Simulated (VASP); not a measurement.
# LaTe in VASP: further runs

LaTe is run at these levels: LDA; tasks: electric field gradients.

Program: VASP 6.6.1. These are calculated values, not measurements. Logs are shortened: lines on timing, memory, paths and dates and some standing lists are left out, and cuts for length are marked.

**1. The cell of the first run**

Symmetry: I4/mmm, No. 139, tetragonal system. Conventional cell: a = 4.541 Å, b = 4.541 Å, c = 6.550 Å, α = 90.00°, β = 90.00°, γ = 90.00°. Within 4.2 Å of La (site symmetry 4/mmm) lie 6 Te at 3.21 to 3.28 Å. Te (site symmetry 4/mmm) has 6 La at 3.21 to 3.28 Å within 4.2 Å.

**2. Electric field gradients, LDA (zz strain of +2 %)**

INCAR reads:

```
ALGO = Normal ; EDIFF = 1E-8
ENCUT = 520 ; GGA = CA
ISIF = 2 ; ISMEAR = -1
LASPH = T ; LCHARG = F
LEFG = T ; LREAL = F
LWAVE = F ; NBANDS = 16
NELM = 100 ; PREC = Accurate
SIGMA = 0.08
```

KPOINTS reads:

```
k-points
0
Gamma
  10 10 10
```

POSCAR reads:

```
LaTe
1.0
    0.0000000000      3.2110000000      3.2752200000
    3.2110000000      0.0000000000      3.2752200000
    3.2110000000      3.2110000000      0.0000000000
La Te
1 1
Direct
    0.0000000000      0.0000000000      0.0000000000
    0.5000000000      0.5000000000      0.5000000000
```

Potentials or basis: VASP PAW LDA potentials, release 64 (La, Te).

Run with:

```
> cat potpaw_LDA.64/La/POTCAR potpaw_LDA.64/Te/POTCAR > POTCAR
> mpirun -np 1 vasp_std > vasp.out
```

OUTCAR:

```text
EDIFF = 1E-8
   ENCUT = 520
   GGA = CA
   ISIF = 2
   ISMEAR = -1
   LASPH = T
   LREAL = F
   NELM = 100
   PREC = Accurate

 ion  position               nearest neighbor table
   1  0.000  0.000  0.000-   2 3.21   2 3.21   2 3.21   2 3.21   2 3.28   2 3.28
   2  0.500  0.500  0.500-   1 3.21   1 3.21   1 3.21   1 3.21   1 3.28   1 3.28

  LATTYP: Found a body centered tetragonal cell.
 ALAT       =     4.5410397488
 C/A-ratio  =     1.4424978336

  Lattice vectors:

 A1 = (  -3.2110000000,   0.0000000000,   3.2752200000)
 A2 = (   3.2110000000,   0.0000000000,   3.2752200000)
 A3 = (   0.0000000000,   3.2110000000,  -3.2752200000)

Analysis of symmetry for initial positions (statically):
=====================================================================
 Subroutine PRICEL returns:
 Original cell was already a primitive cell.

 Routine SETGRP: Setting up the symmetry group for a
 body centered tetragonal supercell.

 Subroutine GETGRP returns: Found 16 space group operations
 (whereof 16 operations were pure point group operations)
 out of a pool of 16 trial point group operations.

The static configuration has the point symmetry D_4h.

Analysis of symmetry for dynamics (positions and initial velocities):
=====================================================================
 Subroutine PRICEL returns:
 Original cell was already a primitive cell.

 Routine SETGRP: Setting up the symmetry group for a
 body centered tetragonal supercell.

 Subroutine GETGRP returns: Found 16 space group operations
 (whereof 16 operations were pure point group operations)
 out of a pool of 16 trial point group operations.

The dynamic configuration has the point symmetry D_4h.

 Subroutine INISYM returns: Found 16 space group operations
 (whereof 16 operations are pure point group operations),
 and found     1 'primitive' translations

----------------------------------------------------------------------------------------

                                     Primitive cell

  volume of cell :      67.5384

  direct lattice vectors                    reciprocal lattice vectors
     0.000000000  3.211000000  3.275220000    -0.155714731  0.155714731  0.152661501
     3.211000000  0.000000000  3.275220000     0.155714731 -0.155714731  0.152661501
     3.211000000  3.211000000  0.000000000     0.155714731  0.155714731 -0.152661501

  length of vectors
     4.586674945  4.586674945  4.541039749     0.267954639  0.267954639  0.267954639

  position of ions in fractional coordinates (direct lattice)
     0.000000000  0.000000000  0.000000000
     0.500000000  0.500000000  0.500000000

  ion indices of the primitive-cell ions
   primitive index   ion index
                 1           1
                 2           2

----------------------------------------------------------------------------------------

 KPOINTS: k-points

Automatic generation of k-mesh.
 Grid dimensions read from file:
 generate k-points for:   10   10   10

 Generating k-lattice:

  Cartesian coordinates                     Fractional coordinates (reciprocal lattice)
    -0.015571473  0.015571473  0.015266150     0.100000000  0.000000000  0.000000000
     0.015571473 -0.015571473  0.015266150     0.000000000  0.100000000  0.000000000
     0.015571473  0.015571473 -0.015266150     0.000000000  0.000000000  0.100000000

  Length of vectors
     0.026795464  0.026795464  0.026795464

  Shift w.r.t. Gamma in fractional coordinates (k-lattice)
     0.000000000  0.000000000  0.000000000

 Subroutine IBZKPT returns following result:
 ===========================================

 Found    102 irreducible k-points:

 Following reciprocal coordinates:
            Coordinates               Weight
  0.000000  0.000000  0.000000      1.000000
  0.100000 -0.000000  0.000000      8.000000
  0.200000 -0.000000  0.000000      8.000000
  0.300000 -0.000000  0.000000      8.000000
  0.400000  0.000000  0.000000      8.000000
  0.500000  0.000000  0.000000      4.000000
[... 16 lines left out ...]
  0.300000  0.300000  0.000000      2.000000
  0.400000  0.300000  0.000000      8.000000
 [... further k-points ...]
   k-points           NKPTS =    102   k-points in BZ     NKDIM =    102   number of bands    NBANDS=     16
   number of dos      NEDOS =    301   number of ions     NIONS =      2
   total plane-waves  NPLWV =  46656
   dimension x,y,z NGX =    36 NGY =   36 NGZ =   36
   dimension x,y,z NGXF=    72 NGYF=   72 NGZF=   72
   ions per type =               1   1
   NGX,Y,Z   is equivalent  to a cutoff of  13.05, 13.05, 13.18 a.u.
   NGXF,Y,Z  is equivalent  to a cutoff of  26.10, 26.10, 26.36 a.u.
 SYSTEM =  unknown system
   PREC   = accura    normal or accurate (medium, high low for compatibility)
   ISTART =      0    job   : 0-new  1-cont  2-samecut
   ICHARG =      2    charge: 1-file 2-atom 10-const
   ISPIN  =      1    spin polarized calculation?
   LNONCOLLINEAR =      F non collinear calculations
   LSORBIT =      F    spin-orbit coupling
   LASPH  =      T    aspherical Exc in radial PAW
   ENCUT  =  520.0 eV  38.22 Ry    6.18 a.u.   8.53  8.53  8.44*2*pi/ulx,y,z
   NELM   =    100;   NELMIN=  2; NELMDL= -5     # of ELM steps
   EDIFF  = 0.1E-07   stopping-criterion for ELM
   LREAL  =      F    real-space projection
   EDIFFG = 0.1E-06   stopping-criterion for IOM
   NSW    =      0    number of steps for IOM
   IBRION =     -1    ionic relax: 0-MD 1-quasi-New 2-CG
   NFREE  =      0    steps in history (QN), initial steepest desc. (CG)
   ISIF   =      2    stress and relaxation
   ISYM   =      2    0-nonsym 1-usesym 2-fastsym
   POTIM  = 0.5000    time-step for ionic-motion
   TEBEG  =    0.0;   TEEND  =   0.0 temperature during run
   PSTRESS=    0.0 pullay stress
   NELECT =      17.0000    total number of electrons
   NUPDOWN=      -1.0000    fix difference up-down
   EMIN   =  10.00;   EMAX   =-10.00  energy-range for DOS
   EFERMI =   0.00;   METHOD = LEGACY
   ISMEAR =    -1;   SIGMA  =   0.08  broadening in eV -4-tet -1-fermi 0-gaus
   EFERMI_NEDOS =   21; number of points for ismear=-14 and -15
   IALGO  =     38    algorithm
   IMIX   =      4    mixing-type and parameters
     AMIX     =   0.40;   BMIX     =  1.00
     AMIX_MAG =   1.60;   BMIX_MAG =  1.00
  volume/ion in A,a.u.               =      33.77       227.89
  Fermi-wavevector in a.u.,A,eV,Ry     =   1.033651  1.953318 14.536945  1.068435
  Thomas-Fermi vector in A             =   2.167909
   LORBIT       =      0    0 simple, 1 ext, 2 COOP (PROOUT), +10 PAW based schemes
   GGA     = CA    functional components
   LHFCALC =     F    Hartree Fock is set to
   AEXX    =    0.0000 exact exchange contribution
   IVDW    =     0    specifies the selected vdW correction
   LEPSILON=     F    determine dielectric tensor
   LRPA    =     F    only Hartree local field effects (RPA)
 non-spin polarized calculation
  energy-cutoff  :      520.00
  volume of cell :       67.54
 maximum number of plane-waves:      1849
 NGX is ok and might be reduce to    36
   NGX = 17   NGY = 17   NGZ = 17

 number of electron      16.9999999 magnetization

 Free energy of the ion-electron system (eV)
  ---------------------------------------------------
  ext. energy  EPLUGINS =         0.00000000
  ---------------------------------------------------
  free energy    TOTEN  =       -12.59390940 eV

  energy without entropy =      -12.56100024  energy(sigma->0) =      -12.57745482

 E-fermi :   8.0384     XC(G=0):  -9.6995

 val. band max:        8.0367913503   @ k =  -0.2000   0.5000   0.3000
 cond. band min:       8.0737130795   @ k =  -0.4000   0.4000   0.2000
 fundamental gap:      0.0369217292
 Fermi energy:         8.0383664501

 k-point     1 :       0.0000    0.0000    0.0000
  band No.  band energies     occupation
      1     -25.2874      2.00000
      2      -8.9934      2.00000
      3      -8.9934      2.00000
      4      -8.9828      2.00000
      5      -4.2565      2.00000
      6       5.7093      2.00000
[... 8 lines left out ...]
     15       9.3821      0.00000
     16       9.3903      0.00000

 k-point     2 :       0.1000   -0.0000    0.0000
  band No.  band energies     occupation
      1     -25.2853      2.00000
      2      -9.0410      2.00000
      3      -8.9940      2.00000
      4      -8.9875      2.00000
      5      -4.1570      2.00000
      6       5.3002      2.00000
[... 8 lines left out ...]
     15       9.3881      0.00000
     16       9.4071      0.00000
[... 387 lines left out ...]
      5      -3.8231      2.00000
      6       3.7686      2.00000
[... 8 lines left out ...]
     15       9.4978      0.00000
     16       9.5693      0.00000

 k-point    24 :       0.4000    0.3000    0.0000
  band No.  band energies     occupation
      1     -25.2652      2.00000
      2      -9.2461      2.00000
      3      -9.0841      2.00000
      4      -9.0714      2.00000
      5      -3.7810      2.00000
      6       3.8538      2.00000
[... 8 lines left out ...]
     15       9.4312      0.00000
     16       9.5996      0.00000

 [... further k-points ...]
[... 5 lines left out ...]
  --------------------------------------------------------------------------------------
  -------------------------------------------------------------------------------------
  Total       -0.9907300     -0.9907300     -1.9601048      0.0000000      0.0000000     -0.0000000
  in kB      -23.5025412    -23.5025412    -46.4984831      0.0000000      0.0000000     -0.0000000
  external PRESSURE =     -31.1678552 kB  Pullay stress =       0.0000000 kB

 VOLUME and BASIS-vectors are now :
 -----------------------------------------------------------------------------
  energy-cutoff  :      520.00
  volume of cell :       67.54
      direct lattice vectors                 reciprocal lattice vectors
     0.000000000  3.211000000  3.275220000    -0.155714731  0.155714731  0.152661501
     3.211000000  0.000000000  3.275220000     0.155714731 -0.155714731  0.152661501
     3.211000000  3.211000000  0.000000000     0.155714731  0.155714731 -0.152661501

 POSITION                                       TOTAL-FORCE (eV/Angst)
 -----------------------------------------------------------------------------------
      0.00000      0.00000      0.00000        -0.000000      0.000000     -0.000000
      3.21100      3.21100      3.27522         0.000000      0.000000      0.000000
 -----------------------------------------------------------------------------------
    total drift:                                0.000000      0.000000      0.000000

  FREE ENERGIE OF THE ION-ELECTRON SYSTEM (eV)
  ---------------------------------------------------
  free  energy   TOTEN  =       -12.5939094043 eV

  energy  without entropy=      -12.5610002395  energy(sigma->0) =      -12.57745482

 Electric field gradients (V/A^2)
---------------------------------------------------------------------
 ion       V_xx      V_yy      V_zz      V_xy      V_xz      V_yz
---------------------------------------------------------------------
   1     -13.739   -13.739    27.478    -0.000     0.000     0.000
   2     -15.051   -15.051    30.103    -0.000    -0.000    -0.000
---------------------------------------------------------------------

 Electric field gradients after diagonalization (V/A^2)
 (convention: |V_zz| > |V_xx| > |V_yy|)
----------------------------------------------------------------------
 ion       V_xx      V_yy      V_zz     asymmetry (V_yy - V_xx)/ V_zz
----------------------------------------------------------------------
   1     -13.739   -13.739    27.478       0.000
   2     -15.052   -15.051    30.103       0.000
----------------------------------------------------------------------

           NMR quadrupolar parameters

 Cq : quadrupolar parameter    Cq=e*Q*V_zz/h
 eta: asymmetry parameters     (V_yy - V_xx)/ V_zz
 Q  : nuclear electric quadrupole moment in mb (millibarn)
----------------------------------------------------------------------
 ion       Cq(MHz)       eta       Q (mb)
----------------------------------------------------------------------
   1       0.066       0.000       1.000
   2       0.073       0.000       1.000
----------------------------------------------------------------------
```

Run time: 3.4 min. Hardware: 1 thread of Intel Xeon Platinum 8375C at 2.90GHz (Ice Lake), shared host; peak memory 0.28 GiB.

Results:

- Free energy: -12.5939 eV
- Pressure: -3.1 GPa

Stress tensor (GPa, compression positive):
```
-2.35  0.00  0.00
 0.00 -2.35  0.00
 0.00  0.00 -4.65
```

Electric field gradients, principal values (V/Å²):
| atom | least | middle | greatest (by size) |
| --- | --- | --- | --- |
| 1 La | -13.739 | -13.739 | 27.478 |
| 2 Te | -15.051 | -15.052 | 30.103 |

Caveat: the cell differs from its parent crystal (zz strain of +2 %); without QUAD_EFG the Cq values of the log hold for a quadrupole moment of 1 mb, not for the nuclei; spin-orbit coupling is left out, which moves the levels of the heavy elements.

[end of part 1 of 2]
